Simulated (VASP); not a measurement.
A run of VASP 6.6.1 is set up as follows.

File INCAR:

```
PREC = Accurate
ENCUT = 520
EDIFF = 1E-6
ISMEAR = 0
SIGMA = 0.1
LREAL = F
LASPH = T
NELM = 150
ALGO = Fast
ISIF = 2
LWAVE = F
LCHARG = F
ISPIN = 2
MAGMOM = 3.36 3.36 0.8 0.8 0.8 0.8
LORBIT = 11
LMAXMIX = 4
GGA = PE
NBANDS = 41
```

File KPOINTS:

```
Automatic mesh
0
Gamma
  10 10 10
```

File POSCAR:

```
FeNi2
1.0
    0.0000000000      3.2779660431      3.2779660431
    3.2779660431      0.0000000000      3.2779660431
    3.2779660431      3.2779660431      0.0000000000
Fe Ni
2 4
Direct
    0.2500000000      0.2500000000      0.2500000000
    0.0000000000      0.0000000000      0.0000000000
    0.6250000000      0.6250000000      0.1250000000
    0.6250000000      0.1250000000      0.6250000000
    0.1250000000      0.6250000000      0.6250000000
    0.6250000000      0.6250000000      0.6250000000
```

Potentials or basis: VASP PAW PBE potentials, release 64 (Fe, Ni).

Command:

```bash
$ cat potpaw_PBE.64/Fe/POTCAR potpaw_PBE.64/Ni/POTCAR > POTCAR
$ mpirun -np 1 vasp_std > vasp.out
```

(1) Predict the site moments.

(2) What does it give for the pressure?

## Answers

(1) Fe +2.96; Ni +0.60 μB.

(2) -0.2 GPa.
